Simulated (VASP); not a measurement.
# Zr3ZnN2 (P-62m) in VASP: further runs

Runs on Zr3ZnN2. Level: PBE. Tasks: single point, relaxation of cell and atoms.

Program: VASP 6.6.1. These are calculated values, not measurements. Logs are shortened: lines on timing, memory, paths and dates and some standing lists are left out, and cuts for length are marked.

## (1) The cell of the first run

The structure is hexagonal, space group P-62m (No. 189). The conventional cell has a = 5.465 Å, b = 5.465 Å, c = 3.755 Å, α = 90.00°, β = 90.00°, γ = 120.00°. Within 2.8 Å of Zr (site symmetry m2m) lie 1 Zn at 2.08 Å and 4 N at 2.54 Å. Zn (site symmetry -62m) has 3 Zr at 2.08 Å within 2.8 Å. N (site symmetry -6) has 6 Zr at 2.54 Å and 3 N at 3.16 Å within 3.3 Å.

The cell was built from a structure type or drawn by symmetry, and may not be a known phase.

## (2) Single point, PBE

INCAR reads:

```
PREC     = Accurate       # precision mode
ENCUT    = 520            # plane-wave cutoff, eV
EDIFF    = 1E-6           # SCF threshold, eV
ISMEAR   = 0              # smearing method
SIGMA    = 0.1            # smearing width, eV
LREAL    = F              # projectors in reciprocal space
LASPH    = T              # aspherical terms in the spheres
NELM     = 80             # most SCF steps
ALGO     = Normal         # electronic algorithm
ISIF     = 2              # what is computed and relaxed
LWAVE    = F              # write WAVECAR
LCHARG   = F              # write CHGCAR
GGA      = PE             # functional
NBANDS   = 38             # bands
```

KPOINTS reads:

```
regular mesh
0
Gamma
  6 6 4
```

POSCAR reads:

```
Zr3ZnN2
1.0
    5.4654724800      0.0000000000      0.0000000000
   -2.7327362400      4.7332380200      0.0000000000
    0.0000000000      0.0000000000      3.7545888000
Zr Zn N
3 1 2
Direct
    0.6189273100      0.0000000000      0.0000000000
    0.0000000000      0.6189273100      0.0000000000
    0.3810726900      0.3810726900      0.0000000000
    0.0000000000      0.0000000000      0.0000000000
    0.3333333300      0.6666666700      0.5000000000
    0.6666666700      0.3333333300      0.5000000000
```

Potentials or basis: VASP PAW PBE potentials, release 64 (Zr_sv, Zn, N).

Started as:

```console
> cat potpaw_PBE.64/Zr_sv/POTCAR potpaw_PBE.64/Zn/POTCAR potpaw_PBE.64/N/POTCAR > POTCAR
> mpirun -np 1 vasp_std > vasp.out
```

OUTCAR:

```text
PREC = Accurate
   ENCUT = 520
   EDIFF = 1E-6
   ISMEAR = 0
   LREAL = F
   LASPH = T
   NELM = 80
   ISIF = 2
   GGA = PE

 ion  position               nearest neighbor table
   1  0.619  0.000  0.000-   4 2.08   6 2.54   6 2.54   5 2.54   5 2.54   3 2.96   2 2.96   3 2.96
                             2 2.96   4 3.38   2 3.61   3 3.61
   2  0.000  0.619  0.000-   4 2.08   5 2.54   5 2.54   6 2.54   6 2.54   3 2.96   3 2.96   1 2.96
                             1 2.96   4 3.38   1 3.61   3 3.61
   3  0.381  0.381  0.000-   4 2.08   6 2.54   6 2.54   5 2.54   5 2.54   2 2.96   2 2.96   1 2.96
                             1 2.96   4 3.38   1 3.61   2 3.61
   4  0.000  0.000  0.000-   1 2.08   2 2.08   3 2.08   1 3.38   2 3.38   3 3.38
   5  0.333  0.667  0.500-   2 2.54   2 2.54   1 2.54   1 2.54   3 2.54   3 2.54
   6  0.667  0.333  0.500-   1 2.54   1 2.54   2 2.54   2 2.54   3 2.54   3 2.54

  LATTYP: Found a hexagonal cell.
 ALAT       =     5.4654724800
 C/A-ratio  =     0.6869650911

  Lattice vectors:

 A1 = (   5.4654724800,   0.0000000000,   0.0000000000)
 A2 = (  -2.7327362400,   4.7332380200,   0.0000000000)
 A3 = (   0.0000000000,   0.0000000000,   3.7545888000)

Analysis of symmetry for initial positions (statically):
=====================================================================
 Subroutine PRICEL returns:
 Original cell was already a primitive cell.

 Routine SETGRP: Setting up the symmetry group for a
 hexagonal supercell.

 Subroutine GETGRP returns: Found 12 space group operations
 (whereof 12 operations were pure point group operations)
 out of a pool of 24 trial point group operations.

The static configuration has the point symmetry D_3h.

Analysis of symmetry for dynamics (positions and initial velocities):
=====================================================================
 Subroutine PRICEL returns:
 Original cell was already a primitive cell.

 Routine SETGRP: Setting up the symmetry group for a
 hexagonal supercell.

 Subroutine GETGRP returns: Found 12 space group operations
 (whereof 12 operations were pure point group operations)
 out of a pool of 24 trial point group operations.

The dynamic configuration has the point symmetry D_3h.

 Subroutine INISYM returns: Found 12 space group operations
 (whereof 12 operations are pure point group operations),
 and found     1 'primitive' translations

----------------------------------------------------------------------------------------

                                     Primitive cell

  volume of cell :      97.1289

  direct lattice vectors                    reciprocal lattice vectors
     5.465472480  0.000000000  0.000000000     0.182966798  0.105635930  0.000000000
    -2.732736240  4.733238020  0.000000000     0.000000000  0.211271860  0.000000000
     0.000000000  0.000000000  3.754588800     0.000000000  0.000000000  0.266340751

  length of vectors
     5.465472480  5.465472487  3.754588800     0.211271860  0.211271860  0.266340751

  position of ions in fractional coordinates (direct lattice)
     0.618927310  0.000000000  0.000000000
     0.000000000  0.618927310  0.000000000
     0.381072690  0.381072690  0.000000000
     0.000000000  0.000000000  0.000000000
     0.333333330  0.666666670  0.500000000
     0.666666670  0.333333330  0.500000000

  ion indices of the primitive-cell ions
   primitive index   ion index
                 1           1
                 2           2
                 3           3
                 4           4
                 5           5
                 6           6

----------------------------------------------------------------------------------------

 KPOINTS: regular mesh

Automatic generation of k-mesh.
 Grid dimensions read from file:
 generate k-points for:    6    6    4

 Generating k-lattice:

  Cartesian coordinates                     Fractional coordinates (reciprocal lattice)
     0.030494466  0.017605988  0.000000000     0.166666667  0.000000000  0.000000000
     0.000000000  0.035211977  0.000000000     0.000000000  0.166666667  0.000000000
     0.000000000  0.000000000  0.066585188     0.000000000  0.000000000  0.250000000

  Length of vectors
     0.035211977  0.035211977  0.066585188

  Shift w.r.t. Gamma in fractional coordinates (k-lattice)
     0.000000000  0.000000000  0.000000000

 Subroutine IBZKPT returns following result:
 ===========================================

 Found     21 irreducible k-points:

 Following reciprocal coordinates:
            Coordinates               Weight
  0.000000  0.000000  0.000000      1.000000
  0.166667  0.000000  0.000000      6.000000
  0.333333  0.000000  0.000000      6.000000
  0.500000  0.000000  0.000000      3.000000
  0.166667  0.166667  0.000000      6.000000
  0.333333  0.166667  0.000000     12.000000
[... 13 lines left out ...]
  0.333333  0.166667  0.500000     12.000000
  0.333333  0.333333  0.500000      2.000000
   k-points           NKPTS =     21   k-points in BZ     NKDIM =     21   number of bands    NBANDS=     38
   number of dos      NEDOS =    301   number of ions     NIONS =      6
   total plane-waves  NPLWV =  49392
   dimension x,y,z NGX =    42 NGY =   42 NGZ =   28
   dimension x,y,z NGXF=    84 NGYF=   84 NGZF=   56
   ions per type =               3   1   2
   NGX,Y,Z   is equivalent  to a cutoff of  12.78, 12.78, 12.40 a.u.
   NGXF,Y,Z  is equivalent  to a cutoff of  25.55, 25.55, 24.80 a.u.
 SYSTEM =  unknown system
   PREC   = accura    normal or accurate (medium, high low for compatibility)
   ISTART =      0    job   : 0-new  1-cont  2-samecut
   ICHARG =      2    charge: 1-file 2-atom 10-const
   ISPIN  =      1    spin polarized calculation?
   LNONCOLLINEAR =      F non collinear calculations
   LSORBIT =      F    spin-orbit coupling
   LASPH  =      T    aspherical Exc in radial PAW
   ENCUT  =  520.0 eV  38.22 Ry    6.18 a.u.  10.16 10.16  6.98*2*pi/ulx,y,z
   NELM   =     80;   NELMIN=  2; NELMDL= -5     # of ELM steps
   EDIFF  = 0.1E-05   stopping-criterion for ELM
   LREAL  =      F    real-space projection
   EDIFFG = 0.1E-04   stopping-criterion for IOM
   NSW    =      0    number of steps for IOM
   IBRION =     -1    ionic relax: 0-MD 1-quasi-New 2-CG
   NFREE  =      0    steps in history (QN), initial steepest desc. (CG)
   ISIF   =      2    stress and relaxation
   ISYM   =      2    0-nonsym 1-usesym 2-fastsym
   POTIM  = 0.5000    time-step for ionic-motion
   TEBEG  =    0.0;   TEEND  =   0.0 temperature during run
   PSTRESS=    0.0 pullay stress
   NELECT =      58.0000    total number of electrons
   NUPDOWN=      -1.0000    fix difference up-down
   EMIN   =  10.00;   EMAX   =-10.00  energy-range for DOS
   EFERMI =   0.00;   METHOD = LEGACY
   ISMEAR =     0;   SIGMA  =   0.10  broadening in eV -4-tet -1-fermi 0-gaus
   EFERMI_NEDOS =   21; number of points for ismear=-14 and -15
   IALGO  =     38    algorithm
   IMIX   =      4    mixing-type and parameters
     AMIX     =   0.40;   BMIX     =  1.00
     AMIX_MAG =   1.60;   BMIX_MAG =  1.00
  volume/ion in A,a.u.               =      16.19       109.24
  Fermi-wavevector in a.u.,A,eV,Ry     =   1.378589  2.605155 25.857961  1.900507
  Thomas-Fermi vector in A             =   2.503636
   LORBIT       =      0    0 simple, 1 ext, 2 COOP (PROOUT), +10 PAW based schemes
   GGA     = PE    functional components
   LHFCALC =     F    Hartree Fock is set to
   AEXX    =    0.0000 exact exchange contribution
   IVDW    =     0    specifies the selected vdW correction
   LEPSILON=     F    determine dielectric tensor
   LRPA    =     F    only Hartree local field effects (RPA)
 non-spin polarized calculation
 Gauss-broadening in eV      SIGMA  =   0.10
  energy-cutoff  :      520.00
  volume of cell :       97.13
 maximum number of plane-waves:      2642
 NGX is ok and might be reduce to    42
   NGX = 21   NGY = 21   NGZ = 13

 number of electron      58.0000003 magnetization

 Free energy of the ion-electron system (eV)
  ---------------------------------------------------
  ext. energy  EPLUGINS =         0.00000000
  ---------------------------------------------------
  free energy    TOTEN  =       -38.23531101 eV

  energy without entropy =      -38.21919191  energy(sigma->0) =      -38.22725146

 E-fermi :   7.3837     XC(G=0): -11.2129

 val. band max:        7.3834352187   @ k =   0.3333   0.0000   0.0000
 cond. band min:       7.3837878256   @ k =   0.3333   0.1667   0.0000
 fundamental gap:      0.0003526069
 Fermi energy:         7.3837290401

 k-point     1 :       0.0000    0.0000    0.0000
  band No.  band energies     occupation
      1     -41.7805      2.00000
      2     -41.5904      2.00000
      3     -41.5904      2.00000
      4     -20.3936      2.00000
      5     -20.2635      2.00000
      6     -20.2635      2.00000
[... 30 lines left out ...]
     37      10.8153      0.00000
     38      10.8153      0.00000

 k-point     2 :       0.1667    0.0000    0.0000
  band No.  band energies     occupation
      1     -41.7680      2.00000
      2     -41.6011      2.00000
      3     -41.5926      2.00000
      4     -20.4456      2.00000
      5     -20.3079      2.00000
      6     -20.1320      2.00000
[... 30 lines left out ...]
     37      11.1952      0.00000
     38      11.3870      0.00000

 k-point     3 :       0.3333    0.0000    0.0000
  band No.  band energies     occupation
      1     -41.7356      2.00000
      2     -41.6299      2.00000
      3     -41.5970      2.00000
      4     -20.4881      2.00000
      5     -20.3027      2.00000
      6     -20.0256      2.00000
[... 30 lines left out ...]
     37      11.0424      0.00000
[... 658 lines left out ...]
 k-point    20 :       0.3333    0.1667    0.5000
  band No.  band energies     occupation
      1     -41.7037      2.00000
      2     -41.6450      2.00000
      3     -41.5958      2.00000
      4     -20.4272      2.00000
      5     -20.2776      2.00000
      6     -20.1109      2.00000
[... 30 lines left out ...]
     37      11.1090      0.00000
     38      11.1311      0.00000

 k-point    21 :       0.3333    0.3333    0.5000
  band No.  band energies     occupation
      1     -41.6727      2.00000
      2     -41.6727      2.00000
      3     -41.5994      2.00000
      4     -20.3000      2.00000
      5     -20.3000      2.00000
      6     -20.2609      2.00000
[... 30 lines left out ...]
     37      11.1128      0.00000
     38      11.3281      0.00000

------------------------ aborting loop because EDIFF is reached ----------------------------------------

  FORCE on cell =-STRESS in cart. coord.  units (eV):
  Direction    XX          YY          ZZ          XY          YZ          ZX
  --------------------------------------------------------------------------------------
  -------------------------------------------------------------------------------------
  Total       28.9384719     28.9384720    -31.1853929      0.0000000     -0.0000000     -0.0000000
  in kB      477.3508938    477.3508955   -514.4146942      0.0000000     -0.0000000     -0.0000000
  external PRESSURE =     146.7623650 kB  Pullay stress =       0.0000000 kB

 VOLUME and BASIS-vectors are now :
 -----------------------------------------------------------------------------
  energy-cutoff  :      520.00
  volume of cell :       97.13
      direct lattice vectors                 reciprocal lattice vectors
     5.465472480  0.000000000  0.000000000     0.182966798  0.105635930  0.000000000
    -2.732736240  4.733238020  0.000000000     0.000000000  0.211271860  0.000000000
     0.000000000  0.000000000  3.754588800     0.000000000  0.000000000  0.266340751

 POSITION                                       TOTAL-FORCE (eV/Angst)
 -----------------------------------------------------------------------------------
      3.38273      0.00000      0.00000        -8.965091     -0.000000     -0.000000
     -1.69137      2.92953      0.00000         4.482545     -7.763996     -0.000000
      1.04137      1.80371      0.00000         4.482545      7.763996      0.000000
      0.00000      0.00000      0.00000        -0.000000     -0.000000      0.000000
     -0.00000      3.15549      1.87729        -0.000000     -0.000000      0.000000
      2.73274      1.57775      1.87729        -0.000000     -0.000000      0.000000
 -----------------------------------------------------------------------------------
    total drift:                                0.000005      0.000009     -0.000000

  FREE ENERGIE OF THE ION-ELECTRON SYSTEM (eV)
  ---------------------------------------------------
  free  energy   TOTEN  =       -38.2353110129 eV

  energy  without entropy=      -38.2191919070  energy(sigma->0) =      -38.22725146
```

Wall time 54 s (1 thread of AMD EPYC 9R45 (Zen 5), shared host); peak memory 0.22 GiB.

What came out:

```
Free energy            : -38.2353 eV
Pressure               : 14.7 GPa
Largest force          : 8.965 eV/Å
Band gap on the k mesh : zero (filled and empty bands touch)
```

Forces in eV/Å, atoms in the order of the input:
```
Zr  -8.965  0.000  0.000
Zr   4.483 -7.764  0.000
Zr   4.483  7.764  0.000
Zn   0.000  0.000  0.000
N    0.000  0.000  0.000
N    0.000  0.000  0.000
```

Stress tensor (GPa, compression positive):
```
 47.74   0.00   0.00
  0.00  47.74   0.00
  0.00   0.00 -51.44
```

Levels at points of the mesh, in eV from the Fermi level:
```
           k point  band 27  band 28  band 29  band 30  band 31  band 32
(0.00, 0.00, 0.00)    -1.56    -0.44    -0.44     1.08     1.08     1.50
(0.50, 0.00, 0.00)    -1.56    -1.33    -0.08     0.01     0.26     1.80
(0.00, 0.00, 0.50)    -1.43    -0.31    -0.31     1.08     1.08     1.12
(0.50, 0.00, 0.50)    -1.69    -0.80    -0.70     0.49     1.03     1.68
```

Caveat: the k points lie up to 0.42 Å⁻¹ apart; forces of over 1 eV/Å act on the atoms, so gaps and moduli don't describe the material at rest.

## (3) Relaxation of cell and atoms, PBE

INCAR reads:

```
SYSTEM = Zr3ZnN2
PREC = Accurate
ENCUT = 600
EDIFF = 1E-6
ISMEAR = 0
SIGMA = 0.1
LREAL = .False.
LASPH = .True.
NELM = 60
ALGO = Normal
ISIF = 3
LWAVE = .False.
LCHARG = .False.
GGA = PE
IBRION = 2
NSW = 90
EDIFFG = -0.04
```

KPOINTS reads:

```
regular mesh
0
Gamma
  6 6 4
  0 0 0
```

POSCAR is that of step 2.

Potentials or basis: VASP PAW PBE potentials, release 64 (Zr_sv, Zn, N).

Started as:

```console
> cat potpaw_PBE.64/Zr_sv/POTCAR potpaw_PBE.64/Zn/POTCAR potpaw_PBE.64/N/POTCAR > POTCAR
> mpirun -np 1 vasp_std > vasp.out
```

It took 13 min on 1 thread of AMD EPYC 9R45 (Zen 5), shared host; peak memory 0.28 GiB.

The run converged. Its results:

```
Free energy                           : -48.5089 eV
Relaxed volume                        : 15.96 Å³/atom
Relaxed cell                          : a = 5.982 Å, b = 5.982 Å, c = 3.090 Å, α = 90.00°, β = 90.00°, γ = 120.00°
Space group after relaxing (to 0.1 Å) : P6/mmm (No. 191)
Energy gained by relaxing             : 1711.8 meV/atom
Ionic steps                           : 17
Pressure after relaxing               : -0.2 GPa
Band gap on the k mesh                : zero (bands 29 and 30 overlap by 1.35 eV)
```

Stress tensor (GPa, compression positive):
```
-0.32  0.00  0.00
 0.00 -0.32  0.00
 0.00  0.00 -0.10
```

The path:
```csv
step,energy change (eV),largest force (eV/Å),pressure (GPa),volume (Å³)
1,0.0000,8.9657,14.62,97.13
2,-7.8635,0.2091,-14.49,110.50
3,-8.8801,1.2396,-14.67,107.70
4,-9.2520,0.3953,16.88,87.07
5,-9.6566,0.8098,0.42,94.93
6,-9.6568,0.7980,0.83,94.69
7,-9.8135,0.9283,1.27,94.45
8,-10.0237,0.7801,2.40,93.84
9,-9.6532,0.1980,5.97,92.22
10,-10.0343,0.7123,2.94,93.59
11,-10.1214,0.5511,0.61,95.02
12,-10.1819,0.2881,-3.08,97.52
13,-10.2575,0.1364,-1.07,96.23
14,-10.2695,0.0596,0.13,95.52
15,-10.2695,0.0556,0.20,95.48
16,-10.2703,0.0407,0.10,95.55
17,-10.2711,0.0017,-0.24,95.75
```

Final structure:
```
Zr Zn N
1.0
     5.98174    0.00000    0.00000
    -2.99087    5.18034    0.00000
     0.00000    0.00000    3.09005
Zr Zn N
3 1 2
Direct
  0.50010 0.00000 0.00000
  0.00000 0.50010 0.00000
  0.49990 0.49990 0.00000
  0.00000 0.00000 0.00000
  0.33333 0.66667 0.50000
  0.66667 0.33333 0.50000
```

Levels at points of the mesh, in eV from the Fermi level:
| k point | band 27 | band 28 | band 29 | band 30 | band 31 | band 32 |
| --- | --- | --- | --- | --- | --- | --- |
| (0.00, 0.00, 0.00) | -2.30 | -1.35 | -1.35 | 0.82 | 0.82 | 1.99 |
| (0.50, 0.00, 0.00) | -2.40 | -1.88 | -1.33 | -0.09 | 1.24 | 1.58 |
| (0.00, 0.00, 0.50) | -1.04 | -1.04 | -0.37 | -0.03 | -0.03 | 1.80 |
| (0.50, 0.00, 0.50) | -1.47 | -0.69 | 0.08 | 0.25 | 0.95 | 1.03 |

Caveat: the k points lie up to 0.51 Å⁻¹ apart in the final cell, too coarse for converged energies and pressures of a metal; a cell axis changed by over 15 % at a fixed basis, so the end point is rough.
